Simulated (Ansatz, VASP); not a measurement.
# C: VASP beside Ansatz

```
C
1.0
     0.00000    2.21625    3.52868
     1.28024    0.00000    3.52868
     1.28024    2.21625    0.00000
C
2
Direct
  0.16670 0.83330 0.16670
  0.83330 0.16670 0.83330
```

Change from the starting cell: volume 10.012 Å^3 an atom, stretch along b over the lengths across it, relative to the relaxed cell 1.0000.

Alike in both runs: task single point; functional PBE; dispersion D3(BJ); k mesh 18 × 18 × 18; occupations gaussian, width 0.03 eV; no spin polarisation.

```csv
,VASP,Ansatz
version,VASP 6.6.1,Ansatz 0.2.0
potentials or method,"VASP PAW PBE potentials, release 64 (C), cutoff 520 eV","scalar-relativistic, plane waves, PAW"
valence electrons in the cell,8,8
```

|  | VASP | Ansatz | Ansatz less VASP |
| --- | --- | --- | --- |
| gap on the k mesh at the Fermi level (eV) | 0.06 | 0.06 | 0.000 |
| least direct gap on the mesh (eV) | 0.12 | 0.12 | 0.000 |
| pressure (GPa) | -25.9 | -26.2 | -0.33 |
| traceless stress, the component that is largest in VASP (GPa) | 25.14 | 25.54 | +0.398 |
